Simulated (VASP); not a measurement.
# Sb: single point with PBE exchange alone

The system is Sb.

```
Sb
1.0
     2.16847    1.25196    3.78289
    -2.16847    1.25196    3.78289
     0.00000   -2.50393    3.78289
Sb
2
Cartesian
  0.0000 0.0000 8.6989
  0.0000 0.0000 2.6498
```

```yaml
Program: VASP 6.6.1
Task: single point
Functional: PBE exchange alone
Potentials_or_basis: VASP PAW PBE potentials, release 64 (Sb)
Cutoff: 520 eV
k_mesh: 8 × 8 × 8
Occupations: fermi-dirac, width 0.05 eV
Spin: no spin polarisation
```

- Pressure: 11.1 GPa
- Largest force: 0.254 eV/Å
- Band gap on the k mesh: zero (band 5 reaches 8.68 eV, above the bottom of band 6 at 8.42 eV)

Forces on the atoms (eV/Å):
```
Sb   0.000  0.000 -0.254
Sb   0.000  0.000  0.254
```

Stress tensor (GPa, compression positive):
```
11.25  0.00  0.00
 0.00 11.25  0.00
 0.00  0.00 10.78
```

Levels at points of the mesh, in eV from the Fermi level:
```csv
k point,band 2,band 3,band 4,band 5,band 6,band 7,band 8,band 9
"(0.00, 0.00, 0.00)",-5.08,-2.14,-1.90,-1.90,1.96,2.53,2.53,5.18
"(0.50, 0.00, 0.00)",-9.67,-2.01,-1.90,-0.39,-0.24,0.18,0.43,7.70
"(0.50, 0.50, 0.00)",-8.12,-5.36,-3.75,-3.67,1.72,4.66,5.32,6.57
"(0.50, 0.50, 0.50)",-9.01,-1.40,-1.40,-0.54,0.05,0.05,1.03,7.10
```

Wall time 21 s on 1 thread of Intel(R) Xeon(R) 6975P-C (Granite Rapids), on a shared host, peak memory 0.21 GiB.

Caveat: spin-orbit coupling is left out, which moves the levels of the heavy elements.
